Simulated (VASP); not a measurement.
Here is a VASP 6.6.1 calculation.

The input POSCAR:

```
BN
1.0
    2.5008381595      0.0000000000      0.0000000000
   -1.2504190798      2.1657893769      0.0000000000
    0.0000000000      0.0000000000      6.8931474372
B N
2 2
Direct
    0.3333333333      0.6666666667      0.2500000000
    0.6666666667      0.3333333333      0.7500000000
    0.6666666667      0.3333333333      0.2500000000
    0.3333333333      0.6666666667      0.7500000000
```

The input INCAR.step1:

```
PREC     = Accurate       # precision mode
ENCUT    = 520            # plane-wave cutoff, eV
ISMEAR   = 0              # smearing method
SIGMA    = 0.2            # smearing width, eV
LREAL    = F              # projectors in reciprocal space
LASPH    = T              # aspherical terms in the spheres
NELM     = 80             # most SCF steps
NBANDS   = 16             # bands
GGA      = PE             # functional
ALGO     = Normal         # electronic algorithm
EDIFF    = 1E-4           # SCF threshold, eV
LWAVE    = T              # write WAVECAR
LCHARG   = F              # write CHGCAR
```

INCAR.step2

```
PREC     = Accurate       # precision mode
ENCUT    = 520            # plane-wave cutoff, eV
EDIFF    = 1E-6           # SCF threshold, eV
ISMEAR   = 0              # smearing method
SIGMA    = 0.2            # smearing width, eV
LREAL    = F              # projectors in reciprocal space
LASPH    = T              # aspherical terms in the spheres
NELM     = 80             # most SCF steps
ALGO     = Normal         # electronic algorithm
ISIF     = 2              # what is computed and relaxed
LWAVE    = F              # write WAVECAR
LCHARG   = T              # write CHGCAR
METAGGA  = R2SCAN         # meta-GGA
LMIXTAU  = T            
LELF     = T              # ELF
LVHAR    = T            
NBANDS   = 16             # bands
ISTART   = 1
```

KPOINTS

```
Automatic mesh
0
Gamma
  9 9 4
```

Potentials or basis: VASP PAW PBE potentials, release 64 (B, N).

Command:

```bash
$ cat potpaw_PBE.64/B/POTCAR potpaw_PBE.64/N/POTCAR > POTCAR
$ cp INCAR.step1 INCAR
$ mpirun -np 1 vasp_std > vasp.out
$ cp INCAR.step2 INCAR
$ mpirun -np 1 vasp_std > vasp.out
```

Problem. Predict the band gap on the k mesh.

Solution. 5.06 eV, indirect (least direct gap 5.37 eV).

Problem. Predict the pressure.

Solution. 0.4 GPa.

Stress tensor (GPa, compression positive):
```
 0.73  0.00  0.00
 0.00  0.73  0.00
 0.00  0.00 -0.30
```

Caveat: the PAW data sets were made with another functional, which shifts forces and pressure a little. r2SCAN opens gaps a little over a GGA but as a rule still falls short of measured ones.
